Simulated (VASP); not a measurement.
Input of a VASP 6.6.1 run:

The input POSCAR:

```
SrCl2
1.0
    0.0000000000      3.4102751331      3.5470096865
    3.4102751331      0.0000000000      3.5470096865
    3.4102751331      3.4102751331      0.0000000000
Sr Cl
1 2
Direct
    0.0000000000      0.0000000000      0.0000000000
    0.2500000000      0.2500000000      0.2500000000
    0.7500000000      0.7500000000      0.7500000000
```

Contents of INCAR.step1:

```
SYSTEM = SrCl2
PREC = Accurate ; ENCUT = 520
ISMEAR = 0 ; SIGMA = 0.01
LREAL = .False. ; LASPH = .True.
NELM = 60 ; NBANDS = 19
GGA = PE ; ALGO = Normal
EDIFF = 1E-4 ; LWAVE = .True.
LCHARG = .False.
```

The input INCAR.step2:

```
SYSTEM = SrCl2
PREC = Accurate ; ENCUT = 520
EDIFF = 1E-7 ; ISMEAR = 0
SIGMA = 0.01 ; LREAL = .False.
LASPH = .True. ; NELM = 60
ALGO = Normal ; ISIF = 2
LWAVE = .False. ; LCHARG = .False.
METAGGA = R2SCAN ; LMIXTAU = .True.
NBANDS = 19 ; ISTART = 1
```

Contents of KPOINTS:

```
regular mesh
0
Gamma
  6 6 6
  0 0 0
```

Potentials or basis: VASP PAW PBE potentials, release 64 (Sr_sv, Cl).

The run is started by

```console
$ cat potpaw_PBE.64/Sr_sv/POTCAR potpaw_PBE.64/Cl/POTCAR > POTCAR
$ cp INCAR.step1 INCAR
$ mpirun -np 1 vasp_std > vasp.out
$ cp INCAR.step2 INCAR
$ mpirun -np 1 vasp_std > vasp.out
```

Task: Estimate the band gap on the k mesh.

Result: 5.86 eV.

Task: Predict the pressure.

Result: 1.6 GPa.

Stress tensor (GPa, compression positive):
```
2.29 0.00 0.00
0.00 2.29 0.00
0.00 0.00 0.07
```

Caveat: the cell differs from its parent crystal (epitaxial xy strain -2.5%); the structure was generated, so it needn't be the stable form of SrCl2; the PAW data sets were made with another functional, which shifts forces and pressure a little. A k mesh can miss the band edges.
